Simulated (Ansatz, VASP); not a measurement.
# Al in VASP and in Ansatz

```xyz
1
Lattice="0.0000 1.9910 2.0840 1.9910 0.0000 2.0840 1.9910 1.9910 0.0000" Properties=species:S:1:pos:R:3 pbc="T T T"
Al    0.0000    0.0000    0.0000
```

Change from the starting cell: engineering shear strain xz +0.0000, normal strain along z +0.0467.

Alike in both runs: task single point; functional PBE; dispersion D3(BJ); k mesh 20 × 20 × 20; occupations gaussian, width 0.15 eV; no spin polarisation.

|  | VASP | Ansatz |
| --- | --- | --- |
| version | VASP 6.6.1 | Ansatz 0.2.0 |
| potentials or method | VASP PAW PBE potentials, release 64 (Al), cutoff 520 eV | scalar-relativistic, plane waves, PAW |
| valence electrons in the cell | 3 | 3 |

|  | VASP | Ansatz | Ansatz less VASP |
| --- | --- | --- | --- |
| gap on the k mesh at the Fermi level (eV) | none | none | - |
| pressure (GPa) | -3.5 | -3.5 | +0.01 |
| traceless stress, the component that is largest in VASP (GPa) | -1.60 | -1.60 | -0.008 |

A gap of «none» marks a metal or a gap that the smearing closes.
